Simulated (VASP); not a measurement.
# Mg4Se (P-43m) in VASP: a series of runs

Runs on Mg4Se. Level: PBE. Tasks: single point, relaxation of cell and atoms.

All numbers are computed with VASP 6.6.1; they aren't measurements. Logs are shortened: lines on timing, memory, paths and dates and some standing lists are left out, and cuts for length are marked.

**1. The cell of the first run**

It takes space group P-43m (No. 215, cubic). The conventional cell has a = 4.719 Å, b = 4.719 Å, c = 4.719 Å, α = 90.00°, β = 90.00°, γ = 90.00°. Mg (site symmetry 3m) has 1 Se at 2.04 Å within 2.7 Å. Within 2.7 Å of Se (site symmetry -43m) lie 4 Mg at 2.04 Å.

The cell was built from a structure type or drawn by symmetry, and may not be a known phase.

**2. Single point, PBE**

INCAR

```
  PREC = Accurate
  ENCUT = 520
  EDIFF = 1E-7
  ISMEAR = 0
  SIGMA = 0.1
  LREAL = False
  LASPH = True
  NELM = 80
  ALGO = Normal
  ISIF = 2
  LWAVE = False
  LCHARG = False
  GGA = PE
  NBANDS = 15
```

KPOINTS

```
regular mesh
0
Gamma
  4 4 4
```

POSCAR

```
Mg4Se
1.0
    4.7186124900      0.0000000000      0.0000000000
    0.0000000000      4.7186124900      0.0000000000
    0.0000000000      0.0000000000      4.7186124900
Mg Se
4 1
Direct
    0.2500000000      0.2500000000      0.2500000000
    0.7500000000      0.7500000000      0.2500000000
    0.2500000000      0.7500000000      0.7500000000
    0.7500000000      0.2500000000      0.7500000000
    0.0000000000      0.0000000000      0.0000000000
```

Potentials or basis: VASP PAW PBE potentials, release 64 (Mg, Se).

On the command line:

```
$ cat potpaw_PBE.64/Mg/POTCAR potpaw_PBE.64/Se/POTCAR > POTCAR
$ mpirun -np 1 vasp_std > vasp.out
```

OUTCAR:

```text
PREC = Accurate
   ENCUT = 520
   EDIFF = 1E-7
   ISMEAR = 0
   LREAL = False
   LASPH = True
   NELM = 80
   ISIF = 2
   GGA = PE

 ion  position               nearest neighbor table
   1  0.250  0.250  0.250-   5 2.04   3 3.34   4 3.34   2 3.34   3 3.34   4 3.34   2 3.34   3 3.34
                             3 3.34   2 3.34   4 3.34   4 3.34   2 3.34
   2  0.750  0.750  0.250-   5 2.04   3 3.34   4 3.34   1 3.34   3 3.34   4 3.34   1 3.34   4 3.34
                             4 3.34   1 3.34   3 3.34   3 3.34   1 3.34
   3  0.250  0.750  0.750-   5 2.04   2 3.34   4 3.34   1 3.34   1 3.34   2 3.34   1 3.34   4 3.34
                             1 3.34   2 3.34   4 3.34   2 3.34   4 3.34
   4  0.750  0.250  0.750-   5 2.04   2 3.34   3 3.34   1 3.34   1 3.34   2 3.34   2 3.34   3 3.34
                             2 3.34   1 3.34   3 3.34   1 3.34   3 3.34
   5  0.000  0.000  0.000-   1 2.04   2 2.04   3 2.04   4 2.04

  LATTYP: Found a simple cubic cell.
 ALAT       =     4.7186124900

  Lattice vectors:

 A1 = (   4.7186124900,   0.0000000000,   0.0000000000)
 A2 = (   0.0000000000,   4.7186124900,   0.0000000000)
 A3 = (   0.0000000000,   0.0000000000,   4.7186124900)

Analysis of symmetry for initial positions (statically):
=====================================================================
 Subroutine PRICEL returns:
 Original cell was already a primitive cell.

 Routine SETGRP: Setting up the symmetry group for a
 simple cubic supercell.

 Subroutine GETGRP returns: Found 24 space group operations
 (whereof 24 operations were pure point group operations)
 out of a pool of 48 trial point group operations.

The static configuration has the point symmetry T_d .

Analysis of symmetry for dynamics (positions and initial velocities):
=====================================================================
 Subroutine PRICEL returns:
 Original cell was already a primitive cell.

 Routine SETGRP: Setting up the symmetry group for a
 simple cubic supercell.

 Subroutine GETGRP returns: Found 24 space group operations
 (whereof 24 operations were pure point group operations)
 out of a pool of 48 trial point group operations.

The dynamic configuration has the point symmetry T_d .

 Subroutine INISYM returns: Found 24 space group operations
 (whereof 24 operations are pure point group operations),
 and found     1 'primitive' translations

----------------------------------------------------------------------------------------

                                     Primitive cell

  volume of cell :     105.0613

  direct lattice vectors                    reciprocal lattice vectors
     4.718612490  0.000000000  0.000000000     0.211926706  0.000000000  0.000000000
     0.000000000  4.718612490  0.000000000     0.000000000  0.211926706  0.000000000
     0.000000000  0.000000000  4.718612490     0.000000000  0.000000000  0.211926706

  length of vectors
     4.718612490  4.718612490  4.718612490     0.211926706  0.211926706  0.211926706

  position of ions in fractional coordinates (direct lattice)
     0.250000000  0.250000000  0.250000000
     0.750000000  0.750000000  0.250000000
     0.250000000  0.750000000  0.750000000
     0.750000000  0.250000000  0.750000000
     0.000000000  0.000000000  0.000000000

  ion indices of the primitive-cell ions
   primitive index   ion index
                 1           1
                 2           2
                 3           3
                 4           4
                 5           5

----------------------------------------------------------------------------------------

 KPOINTS: regular mesh

Automatic generation of k-mesh.
 Grid dimensions read from file:
 generate k-points for:    4    4    4

 Generating k-lattice:

  Cartesian coordinates                     Fractional coordinates (reciprocal lattice)
     0.052981676  0.000000000  0.000000000     0.250000000  0.000000000  0.000000000
     0.000000000  0.052981676  0.000000000     0.000000000  0.250000000  0.000000000
     0.000000000  0.000000000  0.052981676     0.000000000  0.000000000  0.250000000

  Length of vectors
     0.052981676  0.052981676  0.052981676

  Shift w.r.t. Gamma in fractional coordinates (k-lattice)
     0.000000000  0.000000000  0.000000000

 Subroutine IBZKPT returns following result:
 ===========================================

 Found     10 irreducible k-points:

 Following reciprocal coordinates:
            Coordinates               Weight
  0.000000  0.000000  0.000000      1.000000
  0.250000  0.000000  0.000000      6.000000
  0.500000  0.000000  0.000000      3.000000
  0.250000  0.250000  0.000000     12.000000
  0.500000  0.250000  0.000000     12.000000
  0.500000  0.500000  0.000000      3.000000
  0.250000  0.250000  0.250000      8.000000
  0.500000  0.250000  0.250000     12.000000
  0.500000  0.500000  0.250000      6.000000
  0.500000  0.500000  0.500000      1.000000
   k-points           NKPTS =     10   k-points in BZ     NKDIM =     10   number of bands    NBANDS=     15
   number of dos      NEDOS =    301   number of ions     NIONS =      5
   total plane-waves  NPLWV =  46656
   dimension x,y,z NGX =    36 NGY =   36 NGZ =   36
   dimension x,y,z NGXF=    72 NGYF=   72 NGZF=   72
   ions per type =               4   1
   NGX,Y,Z   is equivalent  to a cutoff of  12.68, 12.68, 12.68 a.u.
   NGXF,Y,Z  is equivalent  to a cutoff of  25.37, 25.37, 25.37 a.u.
 SYSTEM =  unknown system
   PREC   = accura    normal or accurate (medium, high low for compatibility)
   ISTART =      0    job   : 0-new  1-cont  2-samecut
   ICHARG =      2    charge: 1-file 2-atom 10-const
   ISPIN  =      1    spin polarized calculation?
   LNONCOLLINEAR =      F non collinear calculations
   LSORBIT =      F    spin-orbit coupling
   LASPH  =      T    aspherical Exc in radial PAW
   ENCUT  =  520.0 eV  38.22 Ry    6.18 a.u.   8.77  8.77  8.77*2*pi/ulx,y,z
   NELM   =     80;   NELMIN=  2; NELMDL= -5     # of ELM steps
   EDIFF  = 0.1E-06   stopping-criterion for ELM
   LREAL  =      F    real-space projection
   EDIFFG = 0.1E-05   stopping-criterion for IOM
   NSW    =      0    number of steps for IOM
   IBRION =     -1    ionic relax: 0-MD 1-quasi-New 2-CG
   NFREE  =      0    steps in history (QN), initial steepest desc. (CG)
   ISIF   =      2    stress and relaxation
   ISYM   =      2    0-nonsym 1-usesym 2-fastsym
   POTIM  = 0.5000    time-step for ionic-motion
   TEBEG  =    0.0;   TEEND  =   0.0 temperature during run
   PSTRESS=    0.0 pullay stress
   NELECT =      14.0000    total number of electrons
   NUPDOWN=      -1.0000    fix difference up-down
   EMIN   =  10.00;   EMAX   =-10.00  energy-range for DOS
   EFERMI =   0.00;   METHOD = LEGACY
   ISMEAR =     0;   SIGMA  =   0.10  broadening in eV -4-tet -1-fermi 0-gaus
   EFERMI_NEDOS =   21; number of points for ismear=-14 and -15
   IALGO  =     38    algorithm
   IMIX   =      4    mixing-type and parameters
     AMIX     =   0.40;   BMIX     =  1.00
     AMIX_MAG =   1.60;   BMIX_MAG =  1.00
  volume/ion in A,a.u.               =      21.01       141.80
  Fermi-wavevector in a.u.,A,eV,Ry     =   0.836187  1.580164  9.513302  0.699208
  Thomas-Fermi vector in A             =   1.949869
   LORBIT       =      0    0 simple, 1 ext, 2 COOP (PROOUT), +10 PAW based schemes
   GGA     = PE    functional components
   LHFCALC =     F    Hartree Fock is set to
   AEXX    =    0.0000 exact exchange contribution
   IVDW    =     0    specifies the selected vdW correction
   LEPSILON=     F    determine dielectric tensor
   LRPA    =     F    only Hartree local field effects (RPA)
 non-spin polarized calculation
 Gauss-broadening in eV      SIGMA  =   0.10
  energy-cutoff  :      520.00
  volume of cell :      105.06
 maximum number of plane-waves:      2872
 NGX is ok and might be reduce to    36
   NGX = 17   NGY = 17   NGZ = 17

 number of electron      13.9999999 magnetization

 Free energy of the ion-electron system (eV)
  ---------------------------------------------------
  ext. energy  EPLUGINS =         0.00000000
  ---------------------------------------------------
  free energy    TOTEN  =        -4.56543588 eV

  energy without entropy =       -4.55742321  energy(sigma->0) =       -4.56142955

 E-fermi :   3.7198     XC(G=0):  -8.8692

 val. band max:        3.6420144491   @ k =   0.5000   0.2500   0.0000
 cond. band min:       3.7843502877   @ k =   0.5000   0.0000   0.0000
 fundamental gap:      0.1423358386
 Fermi energy:         3.7198284702

 k-point     1 :       0.0000    0.0000    0.0000
  band No.  band energies     occupation
      1     -11.9444      2.00000
      2      -1.7678      2.00000
      3      -1.7678      2.00000
      4      -1.7678      2.00000
      5      -1.1378      2.00000
      6       2.7580      2.00000
      7       2.7580      2.00000
      8       6.2976      0.00000
      9       6.2976      0.00000
     10       6.2976      0.00000
     11       6.7278      0.00000
     12       8.6440      0.00000
     13       8.6440      0.00000
     14       9.4977      0.00000
     15       9.4977      0.00000

 k-point     2 :       0.2500    0.0000    0.0000
  band No.  band energies     occupation
      1     -11.9039      2.00000
      2      -2.7638      2.00000
      3      -1.6982      2.00000
      4      -1.6982      2.00000
      5      -0.1556      2.00000
      6       2.7243      2.00000
      7       3.1057      2.00000
      8       5.5009      0.00000
      9       5.8949      0.00000
     10       5.8949      0.00000
     11       6.3916      0.00000
     12       8.2301      0.00000
     13       8.5960      0.00000
     14       8.5960      0.00000
     15       9.6525      0.00000

 k-point     3 :       0.5000    0.0000    0.0000
  band No.  band energies     occupation
      1     -11.8623      2.00000
      2      -3.2978      2.00000
      3      -1.6249      2.00000
      4      -1.6249      2.00000
      5       0.9207      2.00000
      6       1.5213      2.00000
      7       3.7844      0.36152
      8       4.9541      0.00000
      9       5.4736      0.00000
     10       5.4736      0.00000
     11       7.1581      0.00000
     12       8.6813      0.00000
     13       8.6813      0.00000
     14       9.1414      0.00000
     15       9.4172      0.00000

 k-point     4 :       0.2500    0.2500    0.0000
  band No.  band energies     occupation
      1     -11.8658      2.00000
      2      -2.7275      2.00000
      3      -2.3924      2.00000
      4      -1.6353      2.00000
      5       0.5412      2.00000
      6       2.5830      2.00000
      7       3.3351      2.00000
      8       4.6329      0.00000
      9       5.7321      0.00000
     10       6.1180      0.00000
     11       6.6667      0.00000
     12       7.4539      0.00000
     13       8.7971      0.00000
     14       9.0346      0.00000
     15      10.0161      0.00000
[... 55 lines left out ...]
 k-point     8 :       0.5000    0.2500    0.2500
  band No.  band energies     occupation
      1     -11.7926      2.00000
      2      -2.9272      2.00000
      3      -2.3220      2.00000
      4      -2.1503      2.00000
      5       1.1699      2.00000
      6       2.4716      2.00000
      7       2.8162      2.00000
      8       4.9366      0.00000
      9       4.9907      0.00000
     10       5.3015      0.00000
     11       6.6757      0.00000
     12       8.9971      0.00000
     13       9.5363      0.00000
     14       9.9192      0.00000
     15       9.9609      0.00000

 k-point     9 :       0.5000    0.5000    0.2500
  band No.  band energies     occupation
      1     -11.7578      2.00000
      2      -2.7203      2.00000
      3      -2.7203      2.00000
      4      -2.1092      2.00000
      5       0.9822      2.00000
      6       2.6425      2.00000
      7       2.6425      2.00000
      8       4.1996      0.00000
      9       4.6037      0.00000
     10       6.4479      0.00000
     11       6.4479      0.00000
     12      10.0520      0.00000
     13      10.0867      0.00000
     14      10.0867      0.00000
     15      10.1491      0.00000

 k-point    10 :       0.5000    0.5000    0.5000
  band No.  band energies     occupation
      1     -11.7248      2.00000
      2      -2.5615      2.00000
      3      -2.5615      2.00000
      4      -2.5615      2.00000
      5       2.0115      2.00000
      6       2.0115      2.00000
      7       2.0115      2.00000
      8       2.4296      2.00000
      9       6.4451      0.00000
     10       6.4451      0.00000
     11       6.4451      0.00000
     12      10.2796      0.00000
     13      10.2796      0.00000
     14      11.3988      0.00000
     15      12.2524      0.00000

------------------------ aborting loop because EDIFF is reached ----------------------------------------

  FORCE on cell =-STRESS in cart. coord.  units (eV):
  Direction    XX          YY          ZZ          XY          YZ          ZX
  --------------------------------------------------------------------------------------
  -------------------------------------------------------------------------------------
  Total       20.1137793     20.1137793     20.1137793     -0.0000000      0.0000000     -0.0000000
  in kB      306.7335810    306.7335810    306.7335810     -0.0000000      0.0000000     -0.0000000
  external PRESSURE =     306.7335810 kB  Pullay stress =       0.0000000 kB

 VOLUME and BASIS-vectors are now :
 -----------------------------------------------------------------------------
  energy-cutoff  :      520.00
  volume of cell :      105.06
      direct lattice vectors                 reciprocal lattice vectors
     4.718612490  0.000000000  0.000000000     0.211926706  0.000000000  0.000000000
     0.000000000  4.718612490  0.000000000     0.000000000  0.211926706  0.000000000
     0.000000000  0.000000000  4.718612490     0.000000000  0.000000000  0.211926706

 POSITION                                       TOTAL-FORCE (eV/Angst)
 -----------------------------------------------------------------------------------
      1.17965      1.17965      1.17965         4.482501      4.482501      4.482501
      3.53896      3.53896      1.17965        -4.482501     -4.482501      4.482501
      1.17965      3.53896      3.53896         4.482501     -4.482501     -4.482501
      3.53896      1.17965      3.53896        -4.482501      4.482501     -4.482501
      0.00000      0.00000      0.00000         0.000000     -0.000000     -0.000000
 -----------------------------------------------------------------------------------
    total drift:                                0.000000     -0.000000     -0.000000

  FREE ENERGIE OF THE ION-ELECTRON SYSTEM (eV)
  ---------------------------------------------------
  free  energy   TOTEN  =        -4.5654358797 eV

  energy  without entropy=       -4.5574232130  energy(sigma->0) =       -4.56142955
```

Wall time 9.8 s (1 thread of Intel Xeon 6975P-C (Granite Rapids), shared host); peak memory 0.2 GiB.

Results:

| Property | Result |
| --- | --- |
| Free energy | -4.5654 eV |
| Pressure | 30.7 GPa |
| Band gap on the k mesh | zero (bands 7 and 8 overlap by 1.35 eV) |

Caveat: the cell stands under pressure.

(Continued in part 2 of 3.)
